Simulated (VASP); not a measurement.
A run of VASP 6.6.1 is set up as follows.

INCAR

```
ALGO     = Normal         # electronic algorithm
EDIFF    = 1E-6           # SCF threshold, eV
ENCUT    = 520            # plane-wave cutoff, eV
GGA      = PE             # functional
ISIF     = 2              # what is computed and relaxed
ISMEAR   = 0              # smearing method
LASPH    = True           # aspherical terms in the spheres
LCHARG   = False          # write CHGCAR
LREAL    = False          # projectors in reciprocal space
LWAVE    = False          # write WAVECAR
NBANDS   = 11             # bands
NELM     = 100            # most SCF steps
PREC     = Accurate       # precision mode
SIGMA    = 0.01           # smearing width, eV
```

Contents of KPOINTS:

```
k-points
0
Gamma
  6 6 6
```

Contents of POSCAR:

```
Mg2C
1.0
    0.0000000000      2.7298509974      2.7298509974
    2.7298509974      0.0000000000      2.7298509974
    2.7298509974      2.7298509974      0.0000000000
C Mg
1 2
Direct
    0.0000000000      0.0000000000      0.0000000000
    0.2500000000      0.2500000000      0.2500000000
    0.7500000000      0.7500000000      0.7500000000
```

Potentials or basis: VASP PAW PBE potentials, release 64 (C, Mg).

Command:

```sh
$ cat potpaw_PBE.64/C/POTCAR potpaw_PBE.64/Mg/POTCAR > POTCAR
$ mpirun -np 1 vasp_std > vasp.out
```

Question: What does it give for the band gap on the k mesh?

Answer: 0.73 eV, indirect (least direct gap 1.36 eV).

Question: What does it give for the pressure?

Answer: -0.2 GPa.

A k mesh can miss the band edges. PBE gaps usually lie below the measured ones, often by a third to a half.
